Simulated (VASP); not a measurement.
The system is ZrBrF.

```
Zr Br F
1.0
     4.14766    0.00000    0.00000
     0.00000    4.14766    0.00000
     0.00000    0.00000    3.93248
Zr Br F
1 1 1
Direct
  0.00000 0.00000 0.50000
  0.00000 0.00000 0.00000
  0.50000 0.50000 0.50000
```

* Program: VASP 6.6.1
* Task: relaxation of cell and atoms
* Functional: PBE
* Potentials or basis: VASP PAW PBE potentials, release 64 (Zr_sv, Br, F)
* Cutoff: 600 eV
* k mesh: 4 × 4 × 4
* Occupations: gaussian, width 0.1 eV
* Spin: no spin polarisation

At the start: pressure 59.2 GPa; volume 22.55 Å³/atom.

Problem. How do energy, volume and symmetry change on relaxing?

Solution. Over 16 steps the energy falls by 3373.1 meV/atom and the volume is 19.69 Å³/atom (-12.7 %); space group P4/mmm (No. 123, to 0.05 Å).

The path:
| step | energy change (eV) | largest force (eV/Å) | pressure (GPa) | volume (Å³) |
| --- | --- | --- | --- | --- |
| 1 | 0.0000 | 0.0000 | 59.17 | 67.65 |
| 2 | 9.7698 | 0.0000 | -40.89 | 136.23 |
| 3 | -6.8091 | 0.0000 | -16.97 | 100.66 |
| 4 | -7.7745 | 0.0000 | -14.58 | 95.32 |
| 5 | -8.5832 | 0.0000 | -5.96 | 84.02 |
| 6 | -8.6101 | 0.0000 | -8.30 | 86.06 |
| 7 | -8.6128 | 0.0000 | -7.70 | 85.49 |
| 8 | -9.5051 | 0.0000 | -7.12 | 72.57 |
| 9 | -5.5646 | 0.0000 | 80.44 | 40.06 |
| 10 | -9.8291 | 0.0000 | -5.82 | 67.41 |
| 11 | -9.8202 | 0.0000 | 10.75 | 52.27 |
| 12 | -10.0989 | 0.0000 | -1.75 | 60.79 |
| 13 | -10.1181 | 0.0000 | 0.72 | 58.46 |
| 14 | -10.1187 | 0.0000 | 0.14 | 58.95 |
| 15 | -10.1186 | 0.0000 | -0.43 | 59.21 |
| 16 | -10.1192 | 0.0000 | -0.14 | 59.07 |

Final structure:
```xyz
3
Lattice="3.3767 0.0000 0.0000 0.0000 3.3767 0.0000 0.0000 0.0000 5.1808" Properties=species:S:1:pos:R:3 pbc="T T T"
Zr    0.0000    0.0000    2.5904
Br    0.0000    0.0000    0.0000
F     1.6884    1.6884    2.5904
```

Caveat: the k points lie up to 0.47 Å⁻¹ apart in the final cell.
